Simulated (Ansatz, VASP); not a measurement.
# One calculation of Nb, two programs

The input INCAR:

```
SYSTEM = Nb
PREC = Accurate
ENCUT = 520
EDIFF = 1E-6
ISMEAR = -1
SIGMA = 0.08
LREAL = .False.
LASPH = .True.
NELM = 60
ALGO = Normal
ISIF = 2
LWAVE = .False.
LCHARG = .False.
GGA = PE
NBANDS = 12
```

KPOINTS

```
regular mesh
0
Gamma
  13 13 13
  0 0 0
```

Contents of POSCAR:

```
Nb
1.0
    0.0000000000      2.1564811194      2.1564811194
    2.1564811194      0.0000000000      2.1564811194
    2.1564811194      2.1564811194      0.0000000000
Nb
1
Direct
    0.0000000000      0.0000000000      0.0000000000
```

Input for Ansatz:

```yaml
crystal:
  lattice:
    - [0.0, 2.1564811194, 2.1564811194]
    - [2.1564811194, 0.0, 2.1564811194]
    - [2.1564811194, 2.1564811194, 0.0]
  atoms:
    - { symbol: Nb, position: [0.0, 0.0, 0.0] }
kpoints:
  mp_grid: { grid: [13, 13, 13] }
  band_path:
    path:
      - [0.0, 0.0, 0.0]
      - [0.5, 0.0, 0.5]
      - [0.625, 0.25, 0.625]
      - [0.375, 0.375, 0.75]
      - [0.0, 0.0, 0.0]
      - [0.5, 0.5, 0.5]
      - [0.5, 0.25, 0.75]
      - [0.5, 0.0, 0.5]
    npoints: 5
scf:
  occupations: { method: fermi_dirac, width: 0.08 }
hamiltonian:
  xc: pbe
  pseudopotentials: { kind: all_electron, lapw: { basis_error: 0.00025 } }
output:
  forces: true
  stress: true
  eigenvalues: true
```

Change from the starting cell: volume scaled by 1.06.

Alike in both runs: task single point; functional PBE; k mesh 13 × 13 × 13; occupations fermi-dirac, width 0.08 eV; no spin polarisation.

|  | VASP | Ansatz |
| --- | --- | --- |
| version | VASP 6.6.1 | Ansatz 0.2.0 |
| potentials or method | VASP PAW PBE potentials, release 64 (Nb_sv), cutoff 520 eV | all-electron LAPW, scalar-relativistic |

Ansatz gave:

- pressure (GPa): -9.5

What did VASP give for the same quantities?

Pressure (GPa): -9.8.

Ansatz ran all-electron here, and VASP with PAW potentials.
